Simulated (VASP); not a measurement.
# Ba2LiB6Os (Fm-3m) in VASP: single point with r2SCAN

Aim: the single point of Ba2LiB6Os with r2SCAN.

Everything below comes from runs of VASP 6.6.1. Logs are shortened: lines on timing, memory, paths and dates and some standing lists are left out, and cuts for length are marked.

**1. The cell of the first run**

The structure is cubic, space group Fm-3m (No. 225). Conventional cell: a = 7.961 Å, b = 7.961 Å, c = 7.961 Å, α = 90.00°, β = 90.00°, γ = 90.00°. Within 2.8 Å of Li (site symmetry m-3m) lie 6 B at 2.13 Å. Ba (site symmetry -43m) has 12 B at 2.82 Å and 4 Li at 3.45 Å and 4 Os at 3.45 Å within 3.7 Å. Os (site symmetry m-3m) has 6 B at 1.86 Å within 2.5 Å. B (site symmetry 4mm) has 1 Os at 1.86 Å and 1 Li at 2.13 Å within 2.5 Å.

**2. Single point, r2SCAN**

POSCAR reads:

```
Ba2LiB6Os
1.0
    0.0000000000      3.9807320000      3.9807320000
    3.9807320000      0.0000000000      3.9807320000
    3.9807320000      3.9807320000      0.0000000000
Li Ba Os B
1 2 1 6
Direct
    0.5000000000      0.5000000000      0.5000000000
    0.2500000000      0.2500000000      0.2500000000
    0.7500000000      0.7500000000      0.7500000000
    0.0000000000      0.0000000000      0.0000000000
    0.7670000000      0.2330000000      0.2330000000
    0.2330000000      0.7670000000      0.2330000000
    0.2330000000      0.7670000000      0.7670000000
    0.7670000000      0.2330000000      0.7670000000
    0.2330000000      0.2330000000      0.7670000000
    0.7670000000      0.7670000000      0.2330000000
```

INCAR.step1 reads:

```
PREC     = Accurate       # precision mode
ENCUT    = 970            # plane-wave cutoff, eV
ISMEAR   = 0              # smearing method
SIGMA    = 0.1688         # smearing width, eV
LREAL    = F              # projectors in reciprocal space
LASPH    = T              # aspherical terms in the spheres
NELM     = 120            # most SCF steps
NBANDS   = 40             # bands
GGA      = PE             # functional
ALGO     = Normal         # electronic algorithm
EDIFF    = 1E-5           # SCF threshold, eV
LWAVE    = T              # write WAVECAR
LCHARG   = F              # write CHGCAR
GGA_COMPAT= F
```

INCAR.step2 reads:

```
PREC     = Accurate       # precision mode
ENCUT    = 970            # plane-wave cutoff, eV
EDIFF    = 1E-6           # SCF threshold, eV
ISMEAR   = 0              # smearing method
SIGMA    = 0.1688         # smearing width, eV
LREAL    = F              # projectors in reciprocal space
LASPH    = T              # aspherical terms in the spheres
NELM     = 120            # most SCF steps
ALGO     = Normal         # electronic algorithm
ISIF     = 2              # what is computed and relaxed
LWAVE    = F              # write WAVECAR
LCHARG   = F              # write CHGCAR
METAGGA  = R2SCAN         # meta-GGA
LMIXTAU  = T            
NBANDS   = 40             # bands
ISTART   = 1            
GGA_COMPAT= F
```

KPOINTS reads:

```
regular mesh
0
Gamma
  7 7 7
```

Potentials or basis: VASP PAW PBE potentials, release 64 (Li_sv, Ba_sv, Os_sv_GW, B).

Launch:

```
$ cat potpaw_PBE.64/Li_sv/POTCAR potpaw_PBE.64/Ba_sv/POTCAR potpaw_PBE.64/Os_sv_GW/POTCAR potpaw_PBE.64/B/POTCAR > POTCAR
$ cp INCAR.step1 INCAR
$ mpirun -np 1 vasp_std > vasp.out
$ cp INCAR.step2 INCAR
$ mpirun -np 1 vasp_std > vasp.out
```

OUTCAR:

```text
PREC = Accurate
   ENCUT = 970
   EDIFF = 1E-6
   ISMEAR = 0
   LREAL = F
   LASPH = T
   NELM = 120
   ISIF = 2
   METAGGA = R2SCAN
   ISTART = 1

 ion  position               nearest neighbor table
   1  0.500  0.500  0.500-   5 2.13   6 2.13   7 2.13   8 2.13   9 2.13  10 2.13   2 3.45   3 3.45
                             2 3.45   2 3.45   2 3.45   3 3.45   3 3.45   3 3.45
   2  0.250  0.250  0.250-   5 2.82   8 2.82  10 2.82   6 2.82   7 2.82  10 2.82   7 2.82   8 2.82
                             9 2.82   5 2.82   6 2.82   9 2.82   4 3.45   1 3.45   4 3.45   4 3.45
   3  0.750  0.750  0.750-   7 2.82   8 2.82  10 2.82   5 2.82   6 2.82  10 2.82   5 2.82   8 2.82
                             9 2.82   6 2.82   7 2.82   9 2.82   1 3.45   4 3.45   1 3.45   1 3.45
   4  0.000  0.000  0.000-   5 1.86   6 1.86   7 1.86   8 1.86   9 1.86  10 1.86   2 3.45   3 3.45
                             3 3.45   3 3.45   3 3.45   2 3.45   2 3.45   2 3.45
   5  0.767  0.233  0.233-   4 1.86   1 2.13   3 2.82   2 2.82   3 2.82   2 2.82
   6  0.233  0.767  0.233-   4 1.86   1 2.13   3 2.82   2 2.82   3 2.82   2 2.82
   7  0.233  0.767  0.767-   4 1.86   1 2.13   3 2.82   3 2.82   2 2.82   2 2.82
   8  0.767  0.233  0.767-   4 1.86   1 2.13   3 2.82   3 2.82   2 2.82   2 2.82
   9  0.233  0.233  0.767-   4 1.86   1 2.13   3 2.82   2 2.82   3 2.82   2 2.82
  10  0.767  0.767  0.233-   4 1.86   1 2.13   3 2.82   3 2.82   2 2.82   2 2.82

  LATTYP: Found a face centered cubic cell.
 ALAT       =     7.9614640000

  Lattice vectors:

 A1 = (   0.0000000000,   3.9807320000,   3.9807320000)
 A2 = (   3.9807320000,   0.0000000000,   3.9807320000)
 A3 = (   3.9807320000,   3.9807320000,   0.0000000000)

Analysis of symmetry for initial positions (statically):
=====================================================================
 Subroutine PRICEL returns:
 Original cell was already a primitive cell.

 Routine SETGRP: Setting up the symmetry group for a
 face centered cubic supercell.

 Subroutine GETGRP returns: Found 48 space group operations
 (whereof 48 operations were pure point group operations)
 out of a pool of 48 trial point group operations.

The static configuration has the point symmetry O_h .

Analysis of symmetry for dynamics (positions and initial velocities):
=====================================================================
 Subroutine PRICEL returns:
 Original cell was already a primitive cell.

 Routine SETGRP: Setting up the symmetry group for a
 face centered cubic supercell.

 Subroutine GETGRP returns: Found 48 space group operations
 (whereof 48 operations were pure point group operations)
 out of a pool of 48 trial point group operations.

The dynamic configuration has the point symmetry O_h .

 Subroutine INISYM returns: Found 48 space group operations
 (whereof 48 operations are pure point group operations),
 and found     1 'primitive' translations

----------------------------------------------------------------------------------------

                                     Primitive cell

  volume of cell :     126.1592

  direct lattice vectors                    reciprocal lattice vectors
     0.000000000  3.980732000  3.980732000    -0.125605039  0.125605039  0.125605039
     3.980732000  0.000000000  3.980732000     0.125605039 -0.125605039  0.125605039
     3.980732000  3.980732000  0.000000000     0.125605039  0.125605039 -0.125605039

  length of vectors
     5.629605183  5.629605183  5.629605183     0.217554310  0.217554310  0.217554310

  position of ions in fractional coordinates (direct lattice)
     0.500000000  0.500000000  0.500000000
     0.250000000  0.250000000  0.250000000
     0.750000000  0.750000000  0.750000000
     0.000000000  0.000000000  0.000000000
     0.767000000  0.233000000  0.233000000
     0.233000000  0.767000000  0.233000000
     0.233000000  0.767000000  0.767000000
     0.767000000  0.233000000  0.767000000
     0.233000000  0.233000000  0.767000000
     0.767000000  0.767000000  0.233000000

  ion indices of the primitive-cell ions
   primitive index   ion index
                 1           1
                 2           2
                 3           3
                 4           4
                 5           5
                 6           6
                 7           7
                 8           8
                 9           9
                10          10

----------------------------------------------------------------------------------------

 KPOINTS: regular mesh

Automatic generation of k-mesh.
 Grid dimensions read from file:
 generate k-points for:    7    7    7

 Generating k-lattice:

  Cartesian coordinates                     Fractional coordinates (reciprocal lattice)
    -0.017943577  0.017943577  0.017943577     0.142857143  0.000000000  0.000000000
     0.017943577 -0.017943577  0.017943577     0.000000000  0.142857143  0.000000000
     0.017943577  0.017943577 -0.017943577     0.000000000  0.000000000  0.142857143

  Length of vectors
     0.031079187  0.031079187  0.031079187

  Shift w.r.t. Gamma in fractional coordinates (k-lattice)
     0.000000000  0.000000000  0.000000000

 Subroutine IBZKPT returns following result:
 ===========================================

 Found     20 irreducible k-points:

 Following reciprocal coordinates:
            Coordinates               Weight
  0.000000  0.000000  0.000000      1.000000
  0.142857  0.000000  0.000000      8.000000
  0.285714  0.000000  0.000000      8.000000
  0.428571  0.000000  0.000000      8.000000
  0.142857  0.142857  0.000000      6.000000
  0.285714  0.142857  0.000000     24.000000
[... 12 lines left out ...]
 -0.428571  0.428571  0.142857     24.000000
 -0.285714  0.428571  0.142857     24.000000
   k-points           NKPTS =     20   k-points in BZ     NKDIM =     20   number of bands    NBANDS=     40
   number of dos      NEDOS =    301   number of ions     NIONS =     10
   total plane-waves  NPLWV = 216000
   dimension x,y,z NGX =    60 NGY =   60 NGZ =   60
   dimension x,y,z NGXF=   120 NGYF=  120 NGZF=  120
   ions per type =               1   2   1   6
   NGX,Y,Z   is equivalent  to a cutoff of  17.72, 17.72, 17.72 a.u.
   NGXF,Y,Z  is equivalent  to a cutoff of  35.44, 35.44, 35.44 a.u.
 SYSTEM =  unknown system
   PREC   = accura    normal or accurate (medium, high low for compatibility)
   ISTART =      1    job   : 0-new  1-cont  2-samecut
   ICHARG =      0    charge: 1-file 2-atom 10-const
   ISPIN  =      1    spin polarized calculation?
   LNONCOLLINEAR =      F non collinear calculations
   LSORBIT =      F    spin-orbit coupling
   LASPH  =      T    aspherical Exc in radial PAW
   ENCUT  =  970.0 eV  71.29 Ry    8.44 a.u.  14.30 14.30 14.30*2*pi/ulx,y,z
   NELM   =    120;   NELMIN=  2; NELMDL=  0     # of ELM steps
   EDIFF  = 0.1E-05   stopping-criterion for ELM
   LREAL  =      F    real-space projection
   EDIFFG = 0.1E-04   stopping-criterion for IOM
   NSW    =      0    number of steps for IOM
   IBRION =     -1    ionic relax: 0-MD 1-quasi-New 2-CG
   NFREE  =      0    steps in history (QN), initial steepest desc. (CG)
   ISIF   =      2    stress and relaxation
   ISYM   =      2    0-nonsym 1-usesym 2-fastsym
   POTIM  = 0.5000    time-step for ionic-motion
   TEBEG  =    0.0;   TEEND  =   0.0 temperature during run
   PSTRESS=    0.0 pullay stress
   NELECT =      57.0000    total number of electrons
   NUPDOWN=      -1.0000    fix difference up-down
   EMIN   =  10.00;   EMAX   =-10.00  energy-range for DOS
   EFERMI =   0.00;   METHOD = LEGACY
   ISMEAR =     0;   SIGMA  =   0.17  broadening in eV -4-tet -1-fermi 0-gaus
   EFERMI_NEDOS =   21; number of points for ismear=-14 and -15
   IALGO  =     38    algorithm
   IMIX   =      4    mixing-type and parameters
     AMIX     =   0.40;   BMIX     =  1.00
     AMIX_MAG =   1.60;   BMIX_MAG =  1.00
  volume/ion in A,a.u.               =      12.62        85.14
  Fermi-wavevector in a.u.,A,eV,Ry     =   1.256204  2.373881 21.470654  1.578049
  Thomas-Fermi vector in A             =   2.389923
   LORBIT       =      0    0 simple, 1 ext, 2 COOP (PROOUT), +10 PAW based schemes
   METAGGA = R2SCAN    functional components
   LHFCALC =     F    Hartree Fock is set to
   AEXX    =    0.0000 exact exchange contribution
   IVDW    =     0    specifies the selected vdW correction
   LEPSILON=     F    determine dielectric tensor
   LRPA    =     F    only Hartree local field effects (RPA)
 non-spin polarized calculation
 Gauss-broadening in eV      SIGMA  =   0.17
  energy-cutoff  :      970.00
  volume of cell :      126.16
 maximum number of plane-waves:      8687
 NGX is ok and might be reduce to    60
   NGX = 29   NGY = 29   NGZ = 29

 number of electron      57.0000001 magnetization

 Free energy of the ion-electron system (eV)
  ---------------------------------------------------
  ext. energy  EPLUGINS =         0.00000000
  ---------------------------------------------------
  free energy    TOTEN  =      -138.06310813 eV

  energy without entropy =     -138.00095951  energy(sigma->0) =     -138.03203382

 E-fermi :   6.0715     XC(G=0): -12.0040

 val. band max:        6.0370125813   @ k =  -0.4286   0.4286   0.0000
 cond. band min:       6.1192618477   @ k =  -0.4286   0.2857   0.0000
 fundamental gap:      0.0822492663
 Fermi energy:         6.0714863830

 k-point     1 :       0.0000    0.0000    0.0000
  band No.  band energies     occupation
      1     -83.3887      2.00000
      2     -42.5343      2.00000
      3     -42.5343      2.00000
      4     -42.5343      2.00000
      5     -39.5102      2.00000
      6     -21.5284      2.00000
[... 32 lines left out ...]
     39      10.8178      0.00000
[... 816 lines left out ...]
     39       9.5515      0.00000
     40       9.8262      0.00000

------------------------ aborting loop because EDIFF is reached ----------------------------------------

  FORCE on cell =-STRESS in cart. coord.  units (eV):
  Direction    XX          YY          ZZ          XY          YZ          ZX
  --------------------------------------------------------------------------------------
  -------------------------------------------------------------------------------------
  Total       38.4325053     38.4325053     38.4325053     -0.0000000     -0.0000000      0.0000000
  in kB      488.0793822    488.0793822    488.0793822     -0.0000000     -0.0000000      0.0000000
  external PRESSURE =     488.0793822 kB  Pullay stress =       0.0000000 kB

 VOLUME and BASIS-vectors are now :
 -----------------------------------------------------------------------------
  energy-cutoff  :      970.00
  volume of cell :      126.16
      direct lattice vectors                 reciprocal lattice vectors
     0.000000000  3.980732000  3.980732000    -0.125605039  0.125605039  0.125605039
     3.980732000  0.000000000  3.980732000     0.125605039 -0.125605039  0.125605039
     3.980732000  3.980732000  0.000000000     0.125605039  0.125605039 -0.125605039

 POSITION                                       TOTAL-FORCE (eV/Angst)
 -----------------------------------------------------------------------------------
      3.98073      3.98073      3.98073         0.000000      0.000000     -0.000000
      1.99037      1.99037      1.99037         0.000000      0.000000     -0.000000
      5.97110      5.97110      5.97110         0.000000     -0.000000     -0.000000
      0.00000      0.00000      0.00000         0.000000      0.000000     -0.000000
      1.85502      3.98073      3.98073         5.038281      0.000000     -0.000000
      3.98073      1.85502      3.98073         0.000000      5.038281     -0.000000
      6.10644      3.98073      3.98073        -5.038281      0.000000     -0.000000
      3.98073      6.10644      3.98073         0.000000     -5.038281     -0.000000
      3.98073      3.98073      1.85502         0.000000      0.000000      5.038281
      3.98073      3.98073      6.10644         0.000000      0.000000     -5.038281
 -----------------------------------------------------------------------------------
    total drift:                                0.000000      0.000000      0.000000

  FREE ENERGIE OF THE ION-ELECTRON SYSTEM (eV)
  ---------------------------------------------------
  free  energy   TOTEN  =      -138.0631081325 eV

  energy  without entropy=     -138.0009595080  energy(sigma->0) =     -138.03203382
```

Run time: 17 min. Hardware: 1 thread of Intel Xeon Platinum 8488C (Sapphire Rapids), shared host; peak memory 0.74 GiB.

Results:

```
Free energy            : -138.0631 eV
Pressure               : 48.8 GPa
Largest force          : 5.038 eV/Å
Band gap on the k mesh : zero (an odd number of electrons rules out a gap without spin polarisation)
```

Forces on the atoms (eV/Å):
```
Li   0.000  0.000  0.000
Ba   0.000  0.000  0.000
Ba   0.000  0.000  0.000
Os   0.000  0.000  0.000
B    5.038  0.000  0.000
B    0.000  5.038  0.000
B   -5.038  0.000  0.000
B    0.000 -5.038  0.000
B    0.000  0.000  5.038
B    0.000  0.000 -5.038
```

Caveat: the cell stands under pressure; the PAW data sets were made with another functional, which shifts forces and pressure a little; spin-orbit coupling is left out, which moves the levels of the heavy elements; an odd number of electrons without spin polarisation forces a metal; a magnetic or distorted state may lie lower.

The gap in the log of VASP goes by the Fermi energy; the results here count the filled bands.